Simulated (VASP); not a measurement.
# In2Sb (P6_3/mmc) in VASP: a series of runs

Runs on In2Sb. Level: r2SCAN. Tasks: single point.

Everything below comes from runs of VASP 6.6.1. Logs are shortened: lines on timing, memory, paths and dates and some standing lists are left out, and cuts for length are marked.

## Step 1: The cell of the first run

Symmetry: P6_3/mmc, No. 194, hexagonal system. Conventional cell: a = 5.581 Å, b = 5.581 Å, c = 6.677 Å, α = 90.00°, β = 90.00°, γ = 120.00°. In (site symmetry -6m2) has 5 Sb at 3.22 to 3.34 Å and 6 In at 3.63 Å within 4.2 Å. Within 4.4 Å of In (site symmetry -3m) lie 8 In at 3.34 to 3.63 Å and 6 Sb at 3.63 Å. Within 4.2 Å of Sb (site symmetry -6m2) lie 11 In at 3.22 to 3.63 Å.

## Step 2: Single point, r2SCAN (30.02 Å³/atom)

Contents of POSCAR:

```
In2Sb
1.0
    5.5811854271      0.0000000000      0.0000000000
   -2.7905927136      4.8334483631      0.0000000000
    0.0000000000      0.0000000000      6.6771310099
In Sb
4 2
Direct
    0.6666666667      0.3333333333      0.2500000000
    0.3333333333      0.6666666667      0.7500000000
    0.0000000000      0.0000000000      0.5000000000
    0.0000000000      0.0000000000      0.0000000000
    0.6666666667      0.3333333333      0.7500000000
    0.3333333333      0.6666666667      0.2500000000
```

Contents of INCAR.step1:

```
SYSTEM = In2Sb
PREC = Accurate ; ENCUT = 520
ISMEAR = 0 ; SIGMA = 0.1
LREAL = .False. ; LASPH = .True.
NELM = 80 ; NBANDS = 40
GGA = PE ; ALGO = Normal
EDIFF = 1E-4 ; LWAVE = .True.
LCHARG = .False.
```

Contents of INCAR.step2:

```
SYSTEM = In2Sb
PREC = Accurate ; ENCUT = 520
EDIFF = 1E-6 ; ISMEAR = 0
SIGMA = 0.1 ; LREAL = .False.
LASPH = .True. ; NELM = 80
ALGO = Normal ; ISIF = 2
LWAVE = .False. ; LCHARG = .False.
METAGGA = R2SCAN ; LMIXTAU = .True.
NBANDS = 40 ; ISTART = 1
```

Contents of KPOINTS:

```
regular mesh
0
Gamma
  12 12 6
  0 0 0
```

Potentials or basis: VASP PAW PBE potentials, release 64 (In_d, Sb).

Started as:

```bash
$ cat potpaw_PBE.64/In_d/POTCAR potpaw_PBE.64/Sb/POTCAR > POTCAR
$ cp INCAR.step1 INCAR
$ mpirun -np 1 vasp_std > vasp.out
$ cp INCAR.step2 INCAR
$ mpirun -np 1 vasp_std > vasp.out
```

OUTCAR:

```text
SYSTEM = In2Sb
   PREC = Accurate
   ENCUT = 520
   EDIFF = 1E-6
   ISMEAR = 0
   LREAL = .False.
   LASPH = .True.
   NELM = 80
   ISIF = 2
   METAGGA = R2SCAN
   ISTART = 1

 ion  position               nearest neighbor table
   1  0.667  0.333  0.250-   6 3.22   6 3.22   6 3.22   5 3.34   5 3.34   3 3.63   4 3.63   3 3.63
                             4 3.63   3 3.63   4 3.63
   2  0.333  0.667  0.750-   5 3.22   5 3.22   5 3.22   6 3.34   6 3.34   3 3.63   4 3.63   4 3.63
                             3 3.63   4 3.63   3 3.63
   3  0.000  0.000  0.500-   4 3.34   4 3.34   1 3.63   5 3.63   6 3.63   2 3.63   1 3.63   5 3.63
                             2 3.63   6 3.63   1 3.63   5 3.63   2 3.63   6 3.63
   4  0.000  0.000  0.000-   3 3.34   3 3.34   1 3.63   5 3.63   6 3.63   2 3.63   1 3.63   5 3.63
                             2 3.63   6 3.63   1 3.63   5 3.63   2 3.63   6 3.63
   5  0.667  0.333  0.750-   2 3.22   2 3.22   2 3.22   1 3.34   1 3.34   3 3.63   4 3.63   3 3.63
                             4 3.63   3 3.63   4 3.63
   6  0.333  0.667  0.250-   1 3.22   1 3.22   1 3.22   2 3.34   2 3.34   3 3.63   4 3.63   4 3.63
                             3 3.63   4 3.63   3 3.63

  LATTYP: Found a hexagonal cell.
 ALAT       =     5.5811854271
 C/A-ratio  =     1.1963643024

  Lattice vectors:

 A1 = (   5.5811854271,   0.0000000000,   0.0000000000)
 A2 = (  -2.7905927136,   4.8334483631,   0.0000000000)
 A3 = (   0.0000000000,   0.0000000000,   6.6771310099)

Analysis of symmetry for initial positions (statically):
=====================================================================
 Subroutine PRICEL returns:
 Original cell was already a primitive cell.

 Routine SETGRP: Setting up the symmetry group for a
 hexagonal supercell.

 Subroutine GETGRP returns: Found 24 space group operations
 (whereof 12 operations were pure point group operations)
 out of a pool of 24 trial point group operations.

The static configuration has the point symmetry D_3d.
 The point group associated with its full space group is D_6h.

Analysis of symmetry for dynamics (positions and initial velocities):
=====================================================================
 Subroutine PRICEL returns:
 Original cell was already a primitive cell.

 Routine SETGRP: Setting up the symmetry group for a
 hexagonal supercell.

 Subroutine GETGRP returns: Found 24 space group operations
 (whereof 12 operations were pure point group operations)
 out of a pool of 24 trial point group operations.

The dynamic configuration has the point symmetry D_3d.
 The point group associated with its full space group is D_6h.

 Subroutine INISYM returns: Found 24 space group operations
 (whereof 12 operations are pure point group operations),
 and found     1 'primitive' translations

----------------------------------------------------------------------------------------

                                     Primitive cell

  volume of cell :     180.1248

  direct lattice vectors                    reciprocal lattice vectors
     5.581185427  0.000000000  0.000000000     0.179173406  0.103445814  0.000000000
    -2.790592714  4.833448363  0.000000000     0.000000000  0.206891628  0.000000000
     0.000000000  0.000000000  6.677131010     0.000000000  0.000000000  0.149764921

  length of vectors
     5.581185427  5.581185427  6.677131010     0.206891628  0.206891628  0.149764921

  position of ions in fractional coordinates (direct lattice)
     0.666666667  0.333333333  0.250000000
     0.333333333  0.666666667  0.750000000
     0.000000000  0.000000000  0.500000000
     0.000000000  0.000000000  0.000000000
     0.666666667  0.333333333  0.750000000
     0.333333333  0.666666667  0.250000000

  ion indices of the primitive-cell ions
   primitive index   ion index
                 1           1
                 2           2
                 3           3
                 4           4
                 5           5
                 6           6

----------------------------------------------------------------------------------------

 KPOINTS: regular mesh

Automatic generation of k-mesh.
 Grid dimensions read from file:
 generate k-points for:   12   12    6

 Generating k-lattice:

  Cartesian coordinates                     Fractional coordinates (reciprocal lattice)
     0.014931117  0.008620484  0.000000000     0.083333333  0.000000000  0.000000000
     0.000000000  0.017240969  0.000000000     0.000000000  0.083333333  0.000000000
     0.000000000  0.000000000  0.024960820     0.000000000  0.000000000  0.166666667

  Length of vectors
     0.017240969  0.017240969  0.024960820

  Shift w.r.t. Gamma in fractional coordinates (k-lattice)
     0.000000000  0.000000000  0.000000000

 Subroutine IBZKPT returns following result:
 ===========================================

 Found     76 irreducible k-points:

 Following reciprocal coordinates:
            Coordinates               Weight
  0.000000  0.000000  0.000000      1.000000
  0.083333 -0.000000  0.000000      6.000000
  0.166667 -0.000000  0.000000      6.000000
  0.250000  0.000000  0.000000      6.000000
  0.333333 -0.000000  0.000000      6.000000
  0.416667  0.000000  0.000000      6.000000
[... 16 lines left out ...]
  0.250000  0.000000  0.166667     12.000000
  0.333333 -0.000000  0.166667     12.000000
 [... further k-points ...]
   k-points           NKPTS =     76   k-points in BZ     NKDIM =     76   number of bands    NBANDS=     40
   number of dos      NEDOS =    301   number of ions     NIONS =      6
   total plane-waves  NPLWV =  88200
   dimension x,y,z NGX =    42 NGY =   42 NGZ =   50
   dimension x,y,z NGXF=    84 NGYF=   84 NGZF=  100
   ions per type =               4   2
   NGX,Y,Z   is equivalent  to a cutoff of  12.51, 12.51, 12.45 a.u.
   NGXF,Y,Z  is equivalent  to a cutoff of  25.02, 25.02, 24.90 a.u.
 SYSTEM =  In2Sb
   PREC   = accura    normal or accurate (medium, high low for compatibility)
   ISTART =      1    job   : 0-new  1-cont  2-samecut
   ICHARG =      0    charge: 1-file 2-atom 10-const
   ISPIN  =      1    spin polarized calculation?
   LNONCOLLINEAR =      F non collinear calculations
   LSORBIT =      F    spin-orbit coupling
   LASPH  =      T    aspherical Exc in radial PAW
   ENCUT  =  520.0 eV  38.22 Ry    6.18 a.u.  10.38 10.38 12.42*2*pi/ulx,y,z
   NELM   =     80;   NELMIN=  2; NELMDL=  0     # of ELM steps
   EDIFF  = 0.1E-05   stopping-criterion for ELM
   LREAL  =      F    real-space projection
   EDIFFG = 0.1E-04   stopping-criterion for IOM
   NSW    =      0    number of steps for IOM
   IBRION =     -1    ionic relax: 0-MD 1-quasi-New 2-CG
   NFREE  =      0    steps in history (QN), initial steepest desc. (CG)
   ISIF   =      2    stress and relaxation
   ISYM   =      2    0-nonsym 1-usesym 2-fastsym
   POTIM  = 0.5000    time-step for ionic-motion
   TEBEG  =    0.0;   TEEND  =   0.0 temperature during run
   PSTRESS=    0.0 pullay stress
   NELECT =      62.0000    total number of electrons
   NUPDOWN=      -1.0000    fix difference up-down
   EMIN   =  10.00;   EMAX   =-10.00  energy-range for DOS
   EFERMI =   0.00;   METHOD = LEGACY
   ISMEAR =     0;   SIGMA  =   0.10  broadening in eV -4-tet -1-fermi 0-gaus
   EFERMI_NEDOS =   21; number of points for ismear=-14 and -15
   IALGO  =     38    algorithm
   IMIX   =      4    mixing-type and parameters
     AMIX     =   0.40;   BMIX     =  1.00
     AMIX_MAG =   1.60;   BMIX_MAG =  1.00
  volume/ion in A,a.u.               =      30.02       202.59
  Fermi-wavevector in a.u.,A,eV,Ry     =   1.147310  2.168102 17.909635  1.316321
  Thomas-Fermi vector in A             =   2.283991
   LORBIT       =      0    0 simple, 1 ext, 2 COOP (PROOUT), +10 PAW based schemes
   METAGGA = R2SCAN    functional components
   LHFCALC =     F    Hartree Fock is set to
   AEXX    =    0.0000 exact exchange contribution
   IVDW    =     0    specifies the selected vdW correction
   LEPSILON=     F    determine dielectric tensor
   LRPA    =     F    only Hartree local field effects (RPA)
 non-spin polarized calculation
 Gauss-broadening in eV      SIGMA  =   0.10
  energy-cutoff  :      520.00
  volume of cell :      180.12
 maximum number of plane-waves:      4891
 NGX is ok and might be reduce to    42
   NGX = 21   NGY = 21   NGZ = 25

 number of electron      61.9999979 magnetization

 Free energy of the ion-electron system (eV)
  ---------------------------------------------------
  ext. energy  EPLUGINS =         0.00000000
  ---------------------------------------------------
  free energy    TOTEN  =      -141.47335169 eV

  energy without entropy =     -141.46072208  energy(sigma->0) =     -141.46703689

 E-fermi :   6.3287     XC(G=0): -10.2270

 val. band max:        6.3152103257   @ k =   0.3333   0.3333   0.1667
 cond. band min:       6.3350041615   @ k =   0.0000   0.0000   0.1667
 fundamental gap:      0.0197938358
 Fermi energy:         6.3286989935

 k-point     1 :       0.0000    0.0000    0.0000
  band No.  band energies     occupation
      1      -8.9946      2.00000
      2      -8.9326      2.00000
      3      -8.9325      2.00000
      4      -8.8791      2.00000
      5      -8.8790      2.00000
      6      -8.8381      2.00000
[... 32 lines left out ...]
     39       8.9471      0.00000
     40      10.6472      0.00000

 k-point     2 :       0.0833   -0.0000    0.0000
  band No.  band energies     occupation
      1      -8.9943      2.00000
      2      -8.9325      2.00000
      3      -8.9311      2.00000
      4      -8.8775      2.00000
      5      -8.8761      2.00000
      6      -8.8419      2.00000
[... 32 lines left out ...]
     39       9.3229      0.00000
     40      10.6370      0.00000

 k-point     3 :       0.1667   -0.0000    0.0000
  band No.  band energies     occupation
      1      -8.9935      2.00000
      2      -8.9317      2.00000
      3      -8.9273      2.00000
      4      -8.8731      2.00000
      5      -8.8674      2.00000
      6      -8.8510      2.00000
[... 853 lines left out ...]
  band No.  band energies     occupation
      1      -8.9712      2.00000
      2      -8.9201      2.00000
      3      -8.9153      2.00000
      4      -8.8668      2.00000
      5      -8.8621      2.00000
      6      -8.8540      2.00000
[... 32 lines left out ...]
     39      10.1453      0.00000
     40      11.2677      0.00000

 k-point    24 :       0.3333   -0.0000    0.1667
  band No.  band energies     occupation
      1      -8.9701      2.00000
      2      -8.9152      2.00000
      3      -8.9117      2.00000
      4      -8.8693      2.00000
      5      -8.8620      2.00000
      6      -8.8503      2.00000
[... 32 lines left out ...]
     39      10.5641      0.00000
     40      11.0599      0.00000

 [... further k-points ...]
[... 5 lines left out ...]
  --------------------------------------------------------------------------------------
  -------------------------------------------------------------------------------------
  Total       -3.7864394     -3.7864394     -3.6587871      0.0000000      0.0000000      0.0000000
  in kB      -33.6796954    -33.6796954    -32.5442513      0.0000000      0.0000000      0.0000000
  external PRESSURE =     -33.3012140 kB  Pullay stress =       0.0000000 kB

 VOLUME and BASIS-vectors are now :
 -----------------------------------------------------------------------------
  energy-cutoff  :      520.00
  volume of cell :      180.12
      direct lattice vectors                 reciprocal lattice vectors
     5.581185427  0.000000000  0.000000000     0.179173406  0.103445814  0.000000000
    -2.790592714  4.833448363  0.000000000     0.000000000  0.206891628  0.000000000
     0.000000000  0.000000000  6.677131010     0.000000000  0.000000000  0.149764921

 POSITION                                       TOTAL-FORCE (eV/Angst)
 -----------------------------------------------------------------------------------
      2.79059      1.61115      1.66928         0.000000     -0.000000      0.000000
     -0.00000      3.22230      5.00785        -0.000000      0.000000     -0.000000
      0.00000      0.00000      3.33857        -0.000000      0.000000      0.000000
      0.00000      0.00000      0.00000        -0.000000      0.000000      0.000000
      2.79059      1.61115      5.00785         0.000000      0.000000      0.000000
     -0.00000      3.22230      1.66928         0.000000      0.000000      0.000000
 -----------------------------------------------------------------------------------
    total drift:                               -0.000000      0.000000     -0.000000

  FREE ENERGIE OF THE ION-ELECTRON SYSTEM (eV)
  ---------------------------------------------------
  free  energy   TOTEN  =      -141.4733516948 eV

  energy  without entropy=     -141.4607220810  energy(sigma->0) =     -141.46703689
```

Wall time 30 min (1 thread of Oxide Virtual Turin-like, shared host); peak memory 0.58 GiB.

What came out:

```
Free energy            : -141.4734 eV
Pressure               : -3.3 GPa
Band gap on the k mesh : zero (bands 31 and 32 overlap by 1.99 eV)
```

Levels at points of the mesh, in eV from the Fermi level:
```tsv
k point	band 29	band 30	band 31	band 32	band 33	band 34
(0.00, 0.00, 0.00)	-1.74	-1.73	-0.74	-0.19	-0.10	-0.10
(0.50, 0.00, 0.00)	-1.53	-1.48	-1.29	1.26	1.70	1.99
(0.00, 0.00, 0.50)	-1.85	-1.85	-0.72	-0.72	-0.05	-0.05
(0.50, 0.00, 0.50)	-0.39	-0.39	0.90	0.90	2.39	2.39
```

Caveat: the cell stands under tension; the PAW data sets were made with another functional, which shifts forces and pressure a little; spin-orbit coupling is left out, which moves the levels of the heavy elements.

## Step 3: Single point, r2SCAN (28.11 Å³/atom)

This run uses another cell than the first one, of 28.11 Å³/atom.

POSCAR, as its differences from that of step 2:

```diff
@@ -2,5 +2,5 @@
 1.0
-    5.5811854271      0.0000000000      0.0000000000
-   -2.7905927136      4.8334483631      0.0000000000
-    0.0000000000      0.0000000000      6.6771310099
+    5.4690836510      0.0000000000      0.0000000000
+   -2.7345418255      4.7363653772      0.0000000000
+    0.0000000000      0.0000000000      6.5111576098
 In Sb
```

Contents of INCAR.step1:

```
ALGO     = Normal         # electronic algorithm
EDIFF    = 1E-4           # SCF threshold, eV
ENCUT    = 520            # plane-wave cutoff, eV
GGA      = PE             # functional
ISMEAR   = 0              # smearing method
LASPH    = True           # aspherical terms in the spheres
LCHARG   = False          # write CHGCAR
LREAL    = False          # projectors in reciprocal space
LWAVE    = True           # write WAVECAR
NBANDS   = 40             # bands
NELM     = 100            # most SCF steps
PREC     = Accurate       # precision mode
SIGMA    = 0.1            # smearing width, eV
```

Contents of INCAR.step2:

```
ALGO     = Normal         # electronic algorithm
EDIFF    = 1E-6           # SCF threshold, eV
ENCUT    = 520            # plane-wave cutoff, eV
ISIF     = 2              # what is computed and relaxed
ISMEAR   = 0              # smearing method
ISTART   = 1            
LASPH    = True           # aspherical terms in the spheres
LCHARG   = False          # write CHGCAR
LMIXTAU  = True         
LREAL    = False          # projectors in reciprocal space
LWAVE    = False          # write WAVECAR
METAGGA  = R2SCAN         # meta-GGA
NBANDS   = 40             # bands
NELM     = 100            # most SCF steps
PREC     = Accurate       # precision mode
SIGMA    = 0.1            # smearing width, eV
```

Contents of KPOINTS:

```
k-points
0
Gamma
  12 12 6
```

Potentials or basis: VASP PAW PBE potentials, release 64 (In_d, Sb).

Started as:

```bash
$ cat potpaw_PBE.64/In_d/POTCAR potpaw_PBE.64/Sb/POTCAR > POTCAR
$ cp INCAR.step1 INCAR
$ mpirun -np 1 vasp_std > vasp.out
$ cp INCAR.step2 INCAR
$ mpirun -np 1 vasp_std > vasp.out
```

Wall time 33 min (1 thread of Oxide Virtual Turin-like, shared host); peak memory 0.56 GiB.

Results (log left out):

```yaml
Free_energy: -141.6316 eV
Pressure: -1.2 GPa
Band_gap_on_the_k_mesh: zero (bands 31 and 32 overlap by 2.15 eV)
```

Stress tensor (GPa, compression positive):
```
-1.21  0.00  0.00
 0.00 -1.21  0.00
 0.00  0.00 -1.13
```

Levels at points of the mesh, in eV from the Fermi level:
```csv
k point,band 27,band 28,band 29,band 30,band 31,band 32,band 33,band 34,band 35,band 36
"(0.00, 0.00, 0.00)",-2.62,-1.95,-1.95,-1.47,-0.87,-0.21,-0.21,0.02,0.45,2.44
"(0.50, 0.00, 0.00)",-3.75,-3.74,-1.61,-1.60,-1.36,1.40,1.63,2.11,3.43,3.58
"(0.00, 0.00, 0.50)",-2.03,-2.03,-2.03,-2.03,-0.79,-0.79,-0.23,-0.23,-0.23,-0.23
"(0.50, 0.00, 0.50)",-3.22,-3.22,-0.36,-0.36,0.94,0.94,2.63,2.63,3.06,3.06
```

Caveat: the PAW data sets were made with another functional, which shifts forces and pressure a little; spin-orbit coupling is left out, which moves the levels of the heavy elements.
